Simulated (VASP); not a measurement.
BN: single point with PBE

The system is BN.

```
B N
1.0
     2.50399    0.00000    0.00000
    -1.25200    2.16852    0.00000
     0.00000    0.00000    6.66120
B N
2 2
Cartesian
  0.0424 1.4881 1.6653
  1.2096 0.6804 4.9959
  -0.0424 1.4033 4.9959
  1.2944 0.7652 1.6653
```

This cell differs from its parent crystal: mode 4 (44.6 1/cm) frozen in, largest displacement +0.060 Å.

```
Program             : VASP 6.6.1
Task                : single point
Functional          : PBE
Potentials or basis : VASP PAW PBE potentials, release 64 (B, N)
Cutoff              : 520 eV
k mesh              : 12 × 12 × 4
Occupations         : gaussian, width 0.05 eV
Spin                : no spin polarisation
```

```json
{
  "Pressure": "3.4 GPa",
  "Largest force": "0.008 eV/Å",
  "Band gap on the k mesh": "4.11 eV, indirect (least direct gap 4.50 eV)"
}
```

Forces on the atoms (eV/Å):
```
B   -0.003 -0.003  0.000
B    0.003  0.003  0.000
N    0.006  0.004  0.000
N   -0.006 -0.004  0.000
```

Stress tensor (GPa, compression positive):
```
3.79 0.06 0.00
0.06 3.67 0.00
0.00 0.00 2.75
```

Levels at points of the mesh, in eV from the valence-band top:
```tsv
k point	band 5	band 6	band 7	band 8	band 9	band 10	band 11	band 12
(0.00, 0.00, 0.00)	-1.36	-1.36	-1.33	-1.33	5.21	10.24	11.51	11.53
(0.50, 0.00, 0.00)	-4.18	-4.11	-1.41	-0.55	4.45	5.43	9.51	9.91
(0.00, 0.50, 0.00)	-4.17	-4.11	-1.49	-0.41	4.11	5.71	9.50	9.94
(0.50, 0.50, 0.00)	-4.17	-4.11	-1.47	-0.45	4.20	5.64	9.49	9.94
(0.00, 0.00, 0.50)	-1.35	-1.35	-1.34	-1.34	7.56	7.56	11.58	11.58
(0.50, 0.00, 0.50)	-4.14	-4.14	-0.95	-0.95	4.70	4.70	9.89	9.89
(0.00, 0.50, 0.50)	-4.14	-4.14	-0.95	-0.95	4.71	4.71	9.88	9.88
(0.50, 0.50, 0.50)	-4.14	-4.14	-0.95	-0.95	4.71	4.71	9.88	9.88
```

Wall time 100 s on 1 thread of AMD EPYC 7R43 64-Core Processor (Zen 3), on a shared host, peak memory 0.19 GiB.

Caveat: the cell differs from its parent crystal (mode 4 (44.6 1/cm) frozen in, largest displacement +0.060 Å); this functional lacks dispersion, which binds the layers, so the pressure and a relaxed spacing across them are unreliable. A k mesh can miss the band edges.
